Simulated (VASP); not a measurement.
Input of a VASP 6.6.1 run:

POSCAR

```
HgTe
1.0
    0.0000000000      3.1370217585      3.1370217585
    3.1370217585      0.0000000000      3.1370217585
    3.1370217585      3.1370217585      0.0000000000
Hg Te
1 1
Direct
    0.0000000000      0.0000000000      0.0000000000
    0.5000000000      0.5000000000      0.5000000000
```

Contents of INCAR.step1:

```
PREC = Accurate
ENCUT = 520
ISMEAR = -1
SIGMA = 0.05
LREAL = F
LASPH = T
NELM = 60
NBANDS = 16
GGA = PE
ALGO = Normal
EDIFF = 1E-4
LWAVE = T
LCHARG = F
```

File INCAR.step2:

```
PREC = Accurate
ENCUT = 520
EDIFF = 1E-7
ISMEAR = -1
SIGMA = 0.05
LREAL = F
LASPH = T
NELM = 60
ALGO = Normal
ISIF = 2
LWAVE = F
LCHARG = T
METAGGA = R2SCAN
LMIXTAU = T
LELF = T
LVHAR = T
NBANDS = 16
ISTART = 1
```

KPOINTS

```
regular mesh
0
Gamma
  7 7 7
```

Potentials or basis: VASP PAW PBE potentials, release 64 (Hg, Te).

Run with:

```console
$ cat potpaw_PBE.64/Hg/POTCAR potpaw_PBE.64/Te/POTCAR > POTCAR
$ cp INCAR.step1 INCAR
$ mpirun -np 1 vasp_std > vasp.out
$ cp INCAR.step2 INCAR
$ mpirun -np 1 vasp_std > vasp.out
```

Q: Predict the band gap on the k mesh.

A: Zero (band 9 reaches 3.47 eV, above the bottom of band 10 at 1.32 eV).

Q: Estimate the pressure.

A: -3.7 GPa.

Caveat: the PAW data sets were made with another functional, which shifts forces and pressure a little; spin-orbit coupling is left out, which moves the levels of the heavy elements.
